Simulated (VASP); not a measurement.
# ZnCu (Pm-3m) in VASP: single point with PBE

Aim: the single point of ZnCu with PBE.

Everything below comes from runs of VASP 6.6.1. Logs are shortened: lines on timing, memory, paths and dates and some standing lists are left out, and cuts for length are marked.

### Step 1. The cell of the first run

Symmetry: Pm-3m, No. 221, cubic system. Conventional cell: a = 2.963 Å, b = 2.963 Å, c = 2.963 Å, α = 90.00°, β = 90.00°, γ = 90.00°. Zn (site symmetry m-3m) has 8 Cu at 2.57 Å and 6 Zn at 2.96 Å within 3.4 Å. Within 3.4 Å of Cu (site symmetry m-3m) lie 8 Zn at 2.57 Å and 6 Cu at 2.96 Å.

### Step 2. Single point, PBE

Input file INCAR:

```
SYSTEM = ZnCu
PREC = Accurate ; ENCUT = 520
EDIFF = 1E-6 ; ISMEAR = -1
SIGMA = 0.05 ; LREAL = .FALSE.
LASPH = .TRUE. ; NELM = 100
ALGO = Normal ; ISIF = 2
LWAVE = .FALSE. ; LCHARG = .TRUE.
GGA = PE ; LELF = .TRUE.
LVHAR = .TRUE. ; NBANDS = 18
```

Input file KPOINTS:

```
regular mesh
0
G
  14 14 14
  0 0 0
```

Input file POSCAR:

```
ZnCu
1.0
    2.9632359253      0.0000000000      0.0000000000
    0.0000000000      2.9632359253      0.0000000000
    0.0000000000      0.0000000000      2.9632359253
Zn Cu
1 1
Direct
    0.5000000000      0.5000000000      0.5000000000
    0.0000000000      0.0000000000      0.0000000000
```

Potentials or basis: VASP PAW PBE potentials, release 64 (Zn, Cu).

Command:

```
> cat potpaw_PBE.64/Zn/POTCAR potpaw_PBE.64/Cu/POTCAR > POTCAR
> mpirun -np 1 vasp_std > vasp.out
```

OUTCAR:

```text
SYSTEM = ZnCu
   PREC = Accurate
   ENCUT = 520
   EDIFF = 1E-6
   ISMEAR = -1
   LREAL = .FALSE.
   LASPH = .TRUE.
   NELM = 100
   ISIF = 2
   GGA = PE

 ion  position               nearest neighbor table
   1  0.500  0.500  0.500-   2 2.57   2 2.57   2 2.57   2 2.57   2 2.57   2 2.57   2 2.57   2 2.57

   2  0.000  0.000  0.000-   1 2.57   1 2.57   1 2.57   1 2.57   1 2.57   1 2.57   1 2.57   1 2.57

  LATTYP: Found a simple cubic cell.
 ALAT       =     2.9632359253

  Lattice vectors:

 A1 = (   2.9632359253,   0.0000000000,   0.0000000000)
 A2 = (   0.0000000000,   2.9632359253,   0.0000000000)
 A3 = (   0.0000000000,   0.0000000000,   2.9632359253)

Analysis of symmetry for initial positions (statically):
=====================================================================
 Subroutine PRICEL returns:
 Original cell was already a primitive cell.

 Routine SETGRP: Setting up the symmetry group for a
 simple cubic supercell.

 Subroutine GETGRP returns: Found 48 space group operations
 (whereof 48 operations were pure point group operations)
 out of a pool of 48 trial point group operations.

The static configuration has the point symmetry O_h .

Analysis of symmetry for dynamics (positions and initial velocities):
=====================================================================
 Subroutine PRICEL returns:
 Original cell was already a primitive cell.

 Routine SETGRP: Setting up the symmetry group for a
 simple cubic supercell.

 Subroutine GETGRP returns: Found 48 space group operations
 (whereof 48 operations were pure point group operations)
 out of a pool of 48 trial point group operations.

The dynamic configuration has the point symmetry O_h .

 Subroutine INISYM returns: Found 48 space group operations
 (whereof 48 operations are pure point group operations),
 and found     1 'primitive' translations

----------------------------------------------------------------------------------------

                                     Primitive cell

  volume of cell :      26.0195

  direct lattice vectors                    reciprocal lattice vectors
     2.963235925  0.000000000  0.000000000     0.337468911  0.000000000  0.000000000
     0.000000000  2.963235925  0.000000000     0.000000000  0.337468911  0.000000000
     0.000000000  0.000000000  2.963235925     0.000000000  0.000000000  0.337468911
[... 73 lines left out ...]
   NGXF,Y,Z  is equivalent  to a cutoff of  26.93, 26.93, 26.93 a.u.
 SYSTEM =  ZnCu
   PREC   = accura    normal or accurate (medium, high low for compatibility)
   ISTART =      0    job   : 0-new  1-cont  2-samecut
   ICHARG =      2    charge: 1-file 2-atom 10-const
   ISPIN  =      1    spin polarized calculation?
   LNONCOLLINEAR =      F non collinear calculations
   LSORBIT =      F    spin-orbit coupling
   LASPH  =      T    aspherical Exc in radial PAW
   ENCUT  =  520.0 eV  38.22 Ry    6.18 a.u.   5.51  5.51  5.51*2*pi/ulx,y,z
   NELM   =    100;   NELMIN=  2; NELMDL= -5     # of ELM steps
   EDIFF  = 0.1E-05   stopping-criterion for ELM
   LREAL  =      F    real-space projection
[... 7 lines left out ...]
   TEBEG  =    0.0;   TEEND  =   0.0 temperature during run
   PSTRESS=    0.0 pullay stress
   NELECT =      23.0000    total number of electrons
   NUPDOWN=      -1.0000    fix difference up-down
   EMIN   =  10.00;   EMAX   =-10.00  energy-range for DOS
   EFERMI =   0.00;   METHOD = LEGACY
   ISMEAR =    -1;   SIGMA  =   0.05  broadening in eV -4-tet -1-fermi 0-gaus
   EFERMI_NEDOS =   21; number of points for ismear=-14 and -15
   IALGO  =     38    algorithm
   IMIX   =      4    mixing-type and parameters
     AMIX     =   0.40;   BMIX     =  1.00
     AMIX_MAG =   1.60;   BMIX_MAG =  1.00
  volume/ion in A,a.u.               =      13.01        87.79
  Fermi-wavevector in a.u.,A,eV,Ry     =   1.571151  2.969045 33.586185  2.468515
  Thomas-Fermi vector in A             =   2.672778
   LORBIT       =      0    0 simple, 1 ext, 2 COOP (PROOUT), +10 PAW based schemes
   GGA     = PE    functional components
   LHFCALC =     F    Hartree Fock is set to
   AEXX    =    0.0000 exact exchange contribution
   IVDW    =     0    specifies the selected vdW correction
   LEPSILON=     F    determine dielectric tensor
   LRPA    =     F    only Hartree local field effects (RPA)
 non-spin polarized calculation
  energy-cutoff  :      520.00
  volume of cell :       26.02
 maximum number of plane-waves:       739
 NGX is ok and might be reduce to    24
   NGX = 11   NGY = 11   NGZ = 11

 number of electron      23.0000019 magnetization

 Free energy of the ion-electron system (eV)
  ---------------------------------------------------
  ext. energy  EPLUGINS =         0.00000000
  ---------------------------------------------------
  free energy    TOTEN  =        -5.01788219 eV

  energy without entropy =       -5.01489792  energy(sigma->0) =       -5.01639005

 E-fermi :   5.3809     XC(G=0): -12.2986

 val. band max:        5.2993145276   @ k =   0.5000   0.5000   0.2143
 cond. band min:       5.3928278580   @ k =   0.4286   0.3571   0.2143
 fundamental gap:      0.0935133304
 Fermi energy:         5.3809009659

 k-point     1 :       0.0000    0.0000    0.0000
  band No.  band energies     occupation
      1      -4.8294      2.00000
      2      -2.4233      2.00000
      3      -2.4233      2.00000
      4      -1.7582      2.00000
      5      -1.7582      2.00000
      6      -1.7582      2.00000
[... 481 lines left out ...]
      5      -1.8077      2.00000
      6      -1.2495      2.00000
[... 10 lines left out ...]
     17      20.9699      0.00000
     18      21.9265      0.00000

 [... further k-points ...]

------------------------ aborting loop because EDIFF is reached ----------------------------------------

  FORCE on cell =-STRESS in cart. coord.  units (eV):
  Direction    XX          YY          ZZ          XY          YZ          ZX
  --------------------------------------------------------------------------------------
  -------------------------------------------------------------------------------------
  Total        0.0838814      0.0838814      0.0838814      0.0000000      0.0000000      0.0000000
  in kB        5.1650836      5.1650836      5.1650836      0.0000000      0.0000000      0.0000000
  external PRESSURE =       5.1650836 kB  Pullay stress =       0.0000000 kB

 VOLUME and BASIS-vectors are now :
 -----------------------------------------------------------------------------
  energy-cutoff  :      520.00
  volume of cell :       26.02
      direct lattice vectors                 reciprocal lattice vectors
     2.963235925  0.000000000  0.000000000     0.337468911  0.000000000  0.000000000
     0.000000000  2.963235925  0.000000000     0.000000000  0.337468911  0.000000000
     0.000000000  0.000000000  2.963235925     0.000000000  0.000000000  0.337468911

 POSITION                                       TOTAL-FORCE (eV/Angst)
 -----------------------------------------------------------------------------------
      1.48162      1.48162      1.48162         0.000000      0.000000      0.000000
      0.00000      0.00000      0.00000         0.000000      0.000000      0.000000
 -----------------------------------------------------------------------------------
    total drift:                                0.000000      0.000000     -0.000000

  FREE ENERGIE OF THE ION-ELECTRON SYSTEM (eV)
  ---------------------------------------------------
  free  energy   TOTEN  =        -5.0178821855 eV

  energy  without entropy=       -5.0148979150  energy(sigma->0) =       -5.01639005
```

Run time: 26 s. Hardware: 1 thread of Intel Xeon Platinum 8259CL at 2.50GHz (Skylake/Cascade Lake), shared host; peak memory 0.18 GiB.

Results:

| Item | Value |
| --- | --- |
| Free energy | -5.0179 eV |
| Pressure | 0.5 GPa |
| Band gap on the k mesh | zero (an odd number of electrons rules out a gap without spin polarisation) |

The gap in the log of VASP goes by the Fermi energy; the results here count the filled bands.